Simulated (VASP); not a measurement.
Here is a VASP 6.6.1 calculation.

INCAR

```
ALGO = Normal ; EDIFF = 1E-7
ENCUT = 520 ; GGA = PE
ISIF = 2 ; ISMEAR = 0
LASPH = True ; LCHARG = False
LREAL = False ; LWAVE = False
NBANDS = 23 ; NELM = 80
PREC = Accurate ; SIGMA = 0.1
```

File KPOINTS:

```
k-points
0
Gamma
  4 4 4
```

The input POSCAR:

```
BaTlH5
1.0
    3.9880067100      0.0000000000      0.0000000000
    0.0000000000      3.9880067100      0.0000000000
    0.0000000000      0.0000000000      6.5020517900
Ba Tl H
1 1 5
Direct
    0.0000000000      0.0000000000      0.0000000000
    0.0000000000      0.0000000000      0.5000000000
    0.5000000000      0.5000000000      0.0000000000
    0.5000000000      0.0000000000      0.3046900000
    0.0000000000      0.5000000000      0.3046900000
    0.5000000000      0.0000000000      0.6953100000
    0.0000000000      0.5000000000      0.6953100000
```

Potentials or basis: VASP PAW PBE potentials, release 64 (Ba_sv, Tl_d, H).

Run with:

```sh
$ cat potpaw_PBE.64/Ba_sv/POTCAR potpaw_PBE.64/Tl_d/POTCAR potpaw_PBE.64/H/POTCAR > POTCAR
$ mpirun -np 1 vasp_std > vasp.out
```

Task: Predict the pressure.

Result: -1.3 GPa.

Task: Estimate the largest force.

Result: 0.021 eV/Å.

Task: What does it give for the band gap on the k mesh?

Result: Zero (bands 14 and 15 overlap by 1.58 eV).

Stress tensor (GPa, compression positive):
```
-4.53  0.00  0.00
 0.00 -4.53  0.00
 0.00  0.00  5.20
```

Caveat: the k points lie up to 0.39 Å⁻¹ apart, too coarse for converged energies and pressures of a metal; spin-orbit coupling is left out, which moves the levels of the heavy elements.
